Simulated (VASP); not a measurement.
Here is a VASP 6.6.1 calculation.

INCAR

```
ALGO = Normal
EDIFF = 1E-6
ENCUT = 520
GGA = CA
ISIF = 2
ISMEAR = 0
LASPH = T
LCHARG = F
LREAL = F
LWAVE = F
NBANDS = 11
NELM = 80
PREC = Accurate
SIGMA = 0.01
```

The input KPOINTS:

```
k-points
0
Gamma
  8 8 8
```

POSCAR

```
BP
1.0
    2.2004746913      2.2004746913      0.0000000000
   -2.2004746913      2.2004746913      0.0000000000
    0.0000000000      2.2004746913      2.2664692598
B P
1 1
Direct
    0.0000000000      0.0000000000      0.0000000000
    0.7500000000      0.2500000000      0.5000000000
```

Potentials or basis: VASP PAW LDA potentials, release 64 (B, P).

Run with:

```sh
$ cat potpaw_LDA.64/B/POTCAR potpaw_LDA.64/P/POTCAR > POTCAR
$ mpirun -np 1 vasp_std > vasp.out
```

Estimate the pressure.

5.6 GPa.

What does it give for the band gap on the k mesh?

0.92 eV, indirect (least direct gap 3.33 eV).

Stress tensor (GPa, compression positive):
```
 8.49  0.00  0.00
 0.00  8.49  0.00
 0.00  0.00 -0.15
```

Caveat: the cell differs from its parent crystal (film at in-plane strain -0.02). A k mesh can miss the band edges.
